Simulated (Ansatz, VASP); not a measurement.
## Two plane-wave programs on InSb

The input INCAR:

```
SYSTEM = InSb
PREC     = Accurate       ! precision mode
ENCUT    = 520            ! plane-wave cutoff, eV
EDIFF    = 1E-7           ! SCF threshold, eV
ISMEAR   = 0              ! smearing method
SIGMA    = 0.1            ! smearing width, eV
LREAL    = .False.        ! projectors in reciprocal space
LASPH    = .True.         ! aspherical terms in the spheres
NELM     = 80             ! most SCF steps
ALGO     = Normal         ! electronic algorithm
ISIF     = 2              ! what is computed and relaxed
LWAVE    = .False.        ! write WAVECAR
LCHARG   = .True.         ! write CHGCAR
GGA      = PE             ! functional
LELF     = .True.         ! ELF
LVHAR    = .True.       
NBANDS   = 36             ! bands
```

File KPOINTS:

```
Automatic mesh
0
Gamma
  3 3 4
  0 0 0
```

The input POSCAR:

```
InSb
1.0
    6.7412445419      0.0000000000      0.0000000000
   -3.3706222709      5.8380890264      0.0000000000
    0.0000000000      0.0000000000      5.4389586645
In Sb
3 3
Direct
    0.5000000000      0.0000000000      0.0000000000
    0.5000000000      0.5000000000      0.0000000000
    0.0000000000      0.5000000000      0.0000000000
    0.0000000000      0.0000000000      0.0000000000
    0.3333333333      0.6666666667      0.5000000000
    0.6666666667      0.3333333333      0.5000000000
```

Input for Ansatz:

```yaml
crystal:
  lattice:
    - [6.7412445419, 0.0, 0.0]
    - [-3.3706222709, 5.8380890264, 0.0]
    - [0.0, 0.0, 5.4389586645]
  atoms:
    - { symbol: In, position: [0.5, 0.0, 0.0] }
    - { symbol: In, position: [0.5, 0.5, 0.0] }
    - { symbol: In, position: [0.0, 0.5, 0.0] }
    - { symbol: Sb, position: [0.0, 0.0, 0.0] }
    - { symbol: Sb, position: [0.3333333333, 0.6666666667, 0.5] }
    - { symbol: Sb, position: [0.6666666667, 0.3333333333, 0.5] }
basis:
  ecutwfc: 420
kpoints:
  mp_grid: { grid: [3, 3, 4] }
hamiltonian:
  xc: pbe
scf:
  occupations: { method: gaussian, width: 0.1 }
  lower_state_search: "off"
output:
  forces: true
  stress: true
  eigenvalues: true
```

Alike in both runs: task single point; functional PBE; k mesh 3 × 3 × 4; occupations gaussian, width 0.1 eV; no spin polarisation.

|  | VASP | Ansatz |
| --- | --- | --- |
| version | VASP 6.6.1 | Ansatz 0.2.0 |
| potentials or method | VASP PAW PBE potentials, release 64 (In_d, Sb), cutoff 520 eV | scalar-relativistic, plane waves, PAW |
| valence electrons in the cell | 54 | 84 |

```csv
,VASP,Ansatz,Ansatz less VASP
gap on the k mesh at the Fermi level (eV),none,none,-
pressure (GPa),-3.3,-3.2,+0.04
"traceless stress, the component that is largest in VASP (GPa)",-0.14,-0.14,-0.001
```

A gap of «none» marks a metal or a gap that the smearing closes. VASP's potentials hold 54 valence electrons a cell and Ansatz's 84, so a difference there can come from the potentials and not from the codes.

Neither program's run includes spin-orbit coupling.
